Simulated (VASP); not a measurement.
# TaGe4Pt (Cm) in VASP: further runs

TaGe4Pt is run at these levels: PBE; tasks: single point, relaxation of cell and atoms.

All numbers are computed with VASP 6.6.1; they aren't measurements. Logs are shortened: lines on timing, memory, paths and dates and some standing lists are left out, and cuts for length are marked.

**1. The cell of the first run**

The structure is monoclinic, space group Cm (No. 8). Conventional cell: a = 9.435 Å, b = 3.190 Å, c = 7.982 Å, α = 90.00°, β = 117.80°, γ = 90.00°. Ta (site symmetry m) has 8 Ge at 2.67 to 2.74 Å and 1 Pt at 3.11 Å and 2 Ta at 3.19 Å within 3.5 Å. Within 3.5 Å of Ge (site symmetry m) lie 3 Ta at 2.67 to 2.70 Å and 2 Pt at 2.84 Å and 7 Ge at 2.92 to 3.30 Å. Ge (site symmetry m) has 5 Ge at 2.53 to 3.19 Å and 2 Pt at 2.55 Å and 1 Ta at 2.71 Å within 3.3 Å. Within 3.3 Å of Ge (site symmetry m) lie 7 Ge at 2.53 to 3.30 Å and 2 Ta at 2.71 Å and 1 Pt at 2.79 Å. Within 3.6 Å of Ge (site symmetry m) lie 3 Pt at 2.70 to 2.73 Å and 2 Ta at 2.74 Å and 9 Ge at 2.92 to 3.50 Å. Pt (site symmetry m) has 8 Ge at 2.55 to 2.84 Å and 1 Ta at 3.11 Å and 2 Pt at 3.19 Å within 3.4 Å.

**2. Single point, PBE**

Input file INCAR:

```
SYSTEM = TaGe4Pt
PREC     = Accurate       ! precision mode
ENCUT    = 520            ! plane-wave cutoff, eV
EDIFF    = 1E-6           ! SCF threshold, eV
ISMEAR   = 0              ! smearing method
SIGMA    = 0.2            ! smearing width, eV
LREAL    = .False.        ! projectors in reciprocal space
LASPH    = .True.         ! aspherical terms in the spheres
NELM     = 80             ! most SCF steps
ALGO     = Normal         ! electronic algorithm
ISIF     = 2              ! what is computed and relaxed
LWAVE    = .False.        ! write WAVECAR
LCHARG   = .True.         ! write CHGCAR
GGA      = PE             ! functional
LELF     = .True.         ! ELF
LVHAR    = .True.       
NBANDS   = 48             ! bands
```

Input file KPOINTS:

```
Automatic mesh
0
Gamma
  5 5 3
  0 0 0
```

Input file POSCAR:

```
TaGe4Pt
1.0
    4.7171988003     -1.5948371063      0.0708176554
    4.7171988003      1.5948371063      0.0708176554
   -3.8275308066      0.0000000000      7.0040121604
Ta Ge Pt
1 4 1
Direct
    0.1436123213      0.1436123213      0.1928389601
    0.3891858519      0.3891858519      0.1144061694
    0.1571489099      0.1571489099      0.5392713074
    0.8650536471      0.8650536471      0.4615115092
    0.6029492331      0.6029492331      0.8940142309
    0.8420500366      0.8420500366      0.7979578230
```

Potentials or basis: VASP PAW PBE potentials, release 64 (Ta_pv, Ge_d, Pt).

Run with:

```sh
cat potpaw_PBE.64/Ta_pv/POTCAR potpaw_PBE.64/Ge_d/POTCAR potpaw_PBE.64/Pt/POTCAR > POTCAR
mpirun -np 1 vasp_std > vasp.out
```

OUTCAR:

```text
SYSTEM = TaGe4Pt
   PREC = Accurate
   ENCUT = 520
   EDIFF = 1E-6
   ISMEAR = 0
   LREAL = .False.
   LASPH = .True.
   NELM = 80
   ISIF = 2
   GGA = PE

 ion  position               nearest neighbor table
   1  0.144  0.144  0.193-   2 2.67   2 2.70   2 2.70   4 2.71   4 2.71   3 2.71   5 2.74   5 2.74
                             6 3.11
   2  0.389  0.389  0.114-   1 2.67   1 2.70   1 2.70   6 2.84   6 2.84   5 2.92   5 2.92
   3  0.157  0.157  0.539-   4 2.53   6 2.55   6 2.55   1 2.71   4 2.81   4 2.81
   4  0.865  0.865  0.462-   3 2.53   1 2.71   1 2.71   6 2.79   3 2.81   3 2.81
   5  0.603  0.603  0.894-   6 2.70   6 2.73   6 2.73   1 2.74   1 2.74   2 2.92   2 2.92
   6  0.842  0.842  0.798-   3 2.55   3 2.55   5 2.70   5 2.73   5 2.73   4 2.79   2 2.84   2 2.84
                             1 3.11

  LATTYP: Found a base centered monoclinic cell.
 ALAT       =     9.4354607014
 B/A-ratio  =     0.3380517723
 C/A-ratio  =     0.8459168321
 COS(beta)  =    -0.4663169805

  Lattice vectors:

 A1 = (   4.7171988003,  -1.5948371063,   0.0708176554)
 A2 = (   4.7171988003,   1.5948371063,   0.0708176554)
 A3 = (  -3.8275308066,   0.0000000000,   7.0040121604)

Analysis of symmetry for initial positions (statically):
=====================================================================
 Subroutine PRICEL returns:
 Original cell was already a primitive cell.

 Routine SETGRP: Setting up the symmetry group for a
 base centered monoclinic supercell.

 Subroutine GETGRP returns: Found  2 space group operations
 (whereof  2 operations were pure point group operations)
 out of a pool of  4 trial point group operations.

The static configuration has the point symmetry C_1h.

Analysis of symmetry for dynamics (positions and initial velocities):
=====================================================================
 Subroutine PRICEL returns:
 Original cell was already a primitive cell.

 Routine SETGRP: Setting up the symmetry group for a
 base centered monoclinic supercell.

 Subroutine GETGRP returns: Found  2 space group operations
 (whereof  2 operations were pure point group operations)
 out of a pool of  4 trial point group operations.

The dynamic configuration has the point symmetry C_1h.

 Subroutine INISYM returns: Found  2 space group operations
 (whereof  2 operations are pure point group operations),
 and found     1 'primitive' translations

----------------------------------------------------------------------------------------

                                     Primitive cell

  volume of cell :     106.2492

  direct lattice vectors                    reciprocal lattice vectors
     4.717198800 -1.594837106  0.070817655     0.105132594 -0.313511642  0.057452533
     4.717198800  1.594837106  0.070817655     0.105132594  0.313511642  0.057452533
    -3.827530807  0.000000000  7.004012160    -0.002125994  0.000000000  0.141613502

  length of vectors
     4.980008540  4.980008540  7.981615026     0.335623607  0.335623607  0.141629460

  position of ions in fractional coordinates (direct lattice)
     0.143612321  0.143612321  0.192838960
     0.389185852  0.389185852  0.114406169
     0.157148910  0.157148910  0.539271307
     0.865053647  0.865053647  0.461511509
     0.602949233  0.602949233  0.894014231
     0.842050037  0.842050037  0.797957823

  ion indices of the primitive-cell ions
   primitive index   ion index
                 1           1
                 2           2
                 3           3
                 4           4
                 5           5
                 6           6

----------------------------------------------------------------------------------------

 KPOINTS: Automatic mesh

Automatic generation of k-mesh.
 Grid dimensions read from file:
 generate k-points for:    5    5    3

 Generating k-lattice:

  Cartesian coordinates                     Fractional coordinates (reciprocal lattice)
     0.021026519 -0.062702328  0.011490507     0.200000000  0.000000000 -0.000000000
     0.021026519  0.062702328  0.011490507     0.000000000  0.200000000 -0.000000000
    -0.000708665  0.000000000  0.047204501    -0.000000000 -0.000000000  0.333333333

  Length of vectors
     0.067124721  0.067124721  0.047209820

  Shift w.r.t. Gamma in fractional coordinates (k-lattice)
     0.000000000  0.000000000  0.000000000

 Subroutine IBZKPT returns following result:
 ===========================================

 Found     24 irreducible k-points:

 Following reciprocal coordinates:
            Coordinates               Weight
  0.000000  0.000000  0.000000      1.000000
  0.200000  0.000000 -0.000000      4.000000
  0.400000 -0.000000  0.000000      4.000000
  0.200000  0.200000 -0.000000      2.000000
  0.400000  0.200000 -0.000000      4.000000
 -0.400000  0.200000 -0.000000      4.000000
[... 16 lines left out ...]
 -0.200000 -0.400000  0.333333      4.000000
 -0.200000 -0.200000  0.333333      2.000000
   k-points           NKPTS =     24   k-points in BZ     NKDIM =     24   number of bands    NBANDS=     48
   number of dos      NEDOS =    301   number of ions     NIONS =      6
   total plane-waves  NPLWV =  96000
   dimension x,y,z NGX =    40 NGY =   40 NGZ =   60
   dimension x,y,z NGXF=    80 NGYF=   80 NGZF=  120
   ions per type =               1   4   1
   NGX,Y,Z   is equivalent  to a cutoff of  13.35, 13.35, 12.50 a.u.
   NGXF,Y,Z  is equivalent  to a cutoff of  26.71, 26.71, 24.99 a.u.
 SYSTEM =  TaGe4Pt
   PREC   = accura    normal or accurate (medium, high low for compatibility)
   ISTART =      0    job   : 0-new  1-cont  2-samecut
   ICHARG =      2    charge: 1-file 2-atom 10-const
   ISPIN  =      1    spin polarized calculation?
   LNONCOLLINEAR =      F non collinear calculations
   LSORBIT =      F    spin-orbit coupling
   LASPH  =      T    aspherical Exc in radial PAW
   ENCUT  =  520.0 eV  38.22 Ry    6.18 a.u.   9.26  9.26 14.84*2*pi/ulx,y,z
   NELM   =     80;   NELMIN=  2; NELMDL= -5     # of ELM steps
   EDIFF  = 0.1E-05   stopping-criterion for ELM
   LREAL  =      F    real-space projection
   EDIFFG = 0.1E-04   stopping-criterion for IOM
   NSW    =      0    number of steps for IOM
   IBRION =     -1    ionic relax: 0-MD 1-quasi-New 2-CG
   NFREE  =      0    steps in history (QN), initial steepest desc. (CG)
   ISIF   =      2    stress and relaxation
   ISYM   =      2    0-nonsym 1-usesym 2-fastsym
   POTIM  = 0.5000    time-step for ionic-motion
   TEBEG  =    0.0;   TEEND  =   0.0 temperature during run
   PSTRESS=    0.0 pullay stress
   NELECT =      77.0000    total number of electrons
   NUPDOWN=      -1.0000    fix difference up-down
   EMIN   =  10.00;   EMAX   =-10.00  energy-range for DOS
   EFERMI =   0.00;   METHOD = LEGACY
   ISMEAR =     0;   SIGMA  =   0.20  broadening in eV -4-tet -1-fermi 0-gaus
   EFERMI_NEDOS =   21; number of points for ismear=-14 and -15
   IALGO  =     38    algorithm
   IMIX   =      4    mixing-type and parameters
     AMIX     =   0.40;   BMIX     =  1.00
     AMIX_MAG =   1.60;   BMIX_MAG =  1.00
  volume/ion in A,a.u.               =      17.71       119.50
  Fermi-wavevector in a.u.,A,eV,Ry     =   1.470494  2.778830 29.420575  2.162351
  Thomas-Fermi vector in A             =   2.585744
   LORBIT       =      0    0 simple, 1 ext, 2 COOP (PROOUT), +10 PAW based schemes
   GGA     = PE    functional components
   LHFCALC =     F    Hartree Fock is set to
   AEXX    =    0.0000 exact exchange contribution
   IVDW    =     0    specifies the selected vdW correction
   LEPSILON=     F    determine dielectric tensor
   LRPA    =     F    only Hartree local field effects (RPA)
 non-spin polarized calculation
 Gauss-broadening in eV      SIGMA  =   0.20
  energy-cutoff  :      520.00
  volume of cell :      106.25
 maximum number of plane-waves:      2876
 NGX is ok and might be reduce to    40
   NGX = 19   NGY = 19   NGZ = 29

 number of electron      77.0000009 magnetization

 Free energy of the ion-electron system (eV)
  ---------------------------------------------------
  ext. energy  EPLUGINS =         0.00000000
  ---------------------------------------------------
  free energy    TOTEN  =       -36.81141724 eV

  energy without entropy =      -36.76170421  energy(sigma->0) =      -36.78656072

 E-fermi :   7.3102     XC(G=0): -11.8712

 val. band max:        7.2713629953   @ k =   0.4000   0.2000   0.3333
 cond. band min:       7.3189810600   @ k =  -0.4000   0.2000   0.3333
 fundamental gap:      0.0476180647
 Fermi energy:         7.3102358260

 k-point     1 :       0.0000    0.0000    0.0000
  band No.  band energies     occupation
      1     -27.0002      2.00000
      2     -26.9773      2.00000
      3     -26.8202      2.00000
      4     -17.3697      2.00000
      5     -17.3256      2.00000
      6     -17.2816      2.00000
[... 40 lines left out ...]
     47      12.5026      0.00000
     48      13.4634      0.00000

 k-point     2 :       0.2000    0.0000   -0.0000
  band No.  band energies     occupation
      1     -26.9883      2.00000
      2     -26.9672      2.00000
      3     -26.9236      2.00000
      4     -17.3587      2.00000
      5     -17.3359      2.00000
      6     -17.2879      2.00000
[... 40 lines left out ...]
     47      12.2575      0.00000
     48      12.9129      0.00000

 k-point     3 :       0.4000   -0.0000    0.0000
  band No.  band energies     occupation
      1     -27.0869      2.00000
      2     -26.9689      2.00000
      3     -26.9506      2.00000
      4     -17.3537      2.00000
      5     -17.3432      2.00000
      6     -17.2963      2.00000
[... 1060 lines left out ...]
     47      12.7058      0.00000
     48      13.6220      0.00000

 k-point    24 :      -0.2000   -0.2000    0.3333
  band No.  band energies     occupation
      1     -27.0001      2.00000
      2     -26.9794      2.00000
      3     -26.8201      2.00000
      4     -17.3752      2.00000
      5     -17.3334      2.00000
      6     -17.2812      2.00000
[... 40 lines left out ...]
     47      13.4524      0.00000
     48      13.7673      0.00000

------------------------ aborting loop because EDIFF is reached ----------------------------------------

  FORCE on cell =-STRESS in cart. coord.  units (eV):
  Direction    XX          YY          ZZ          XY          YZ          ZX
  --------------------------------------------------------------------------------------
  -------------------------------------------------------------------------------------
  Total        0.2594536      0.4485763      0.4103942      0.0000000      0.0000000     -0.0369916
  in kB        3.9124105      6.7642719      6.1885085      0.0000000      0.0000000     -0.5578120
  external PRESSURE =       5.6217303 kB  Pullay stress =       0.0000000 kB

 VOLUME and BASIS-vectors are now :
 -----------------------------------------------------------------------------
  energy-cutoff  :      520.00
  volume of cell :      106.25
      direct lattice vectors                 reciprocal lattice vectors
     4.717198800 -1.594837106  0.070817655     0.105132594 -0.313511642  0.057452533
     4.717198800  1.594837106  0.070817655     0.105132594  0.313511642  0.057452533
    -3.827530807  0.000000000  7.004012160    -0.002125994  0.000000000  0.141613502

 POSITION                                       TOTAL-FORCE (eV/Angst)
 -----------------------------------------------------------------------------------
      0.61680      0.00000      1.37099         0.059555      0.000000      0.051965
      3.23384      0.00000      0.85642        -0.037392      0.000000      0.004411
     -0.58147      0.00000      3.79932        -0.007438      0.000000     -0.039994
      6.39481      0.00000      3.35495         0.024182      0.000000     -0.042635
      2.26660      0.00000      6.34709         0.011035      0.000000     -0.016447
      4.89003      0.00000      5.70817        -0.049943      0.000000      0.042699
 -----------------------------------------------------------------------------------
    total drift:                               -0.000034     -0.000000     -0.000857

  FREE ENERGIE OF THE ION-ELECTRON SYSTEM (eV)
  ---------------------------------------------------
  free  energy   TOTEN  =       -36.8114172427 eV

  energy  without entropy=      -36.7617042067  energy(sigma->0) =      -36.78656072
```

It took 1.8 min on 1 thread of AMD EPYC 9R45 (Zen 5), shared host; peak memory 0.32 GiB.

What came out:

```
Free energy   : -36.8114 eV
Pressure      : 0.6 GPa
Largest force : 0.079 eV/Å
```

Forces on the atoms (eV/Å):
```
Ta   0.060  0.000  0.052
Ge  -0.037  0.000  0.004
Ge  -0.007  0.000 -0.040
Ge   0.024  0.000 -0.043
Ge   0.011  0.000 -0.016
Pt  -0.050  0.000  0.043
```

Caveat: the k points lie up to 0.42 Å⁻¹ apart; spin-orbit coupling is left out, which moves the levels of the heavy elements.

[end of part 1 of 2]
